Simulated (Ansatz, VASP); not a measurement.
One calculation of Ti, two programs

```
Ti
1.0
    -1.60750    1.60750    1.60750
     1.60750   -1.60750    1.60750
     1.60750    1.60750   -1.60750
Ti
1
Cartesian
  0.0000 0.0000 0.0000
```

Change from the starting cell: volume scaled by 0.94.

Alike in both runs: task single point; functional PBEsol; k mesh 11 × 11 × 11; occupations fermi-dirac, width 0.05 eV; no spin polarisation.

|  | VASP | Ansatz |
| --- | --- | --- |
| version | VASP 6.6.1 | Ansatz 0.2.0 |
| potentials or method | VASP PAW PBE potentials, release 64 (Ti_sv), cutoff 520 eV | all-electron LAPW, scalar-relativistic |

```csv
,VASP,Ansatz,Ansatz less VASP
gap on the k mesh at the Fermi level (eV),none,none,-
pressure (GPa),-0.9,-0.6,+0.26
```

VASP's potentials were made for PBE, not for PBEsol. A gap of «none» marks a metal or a gap that the smearing closes. Ansatz ran all-electron here, and VASP with PAW potentials.
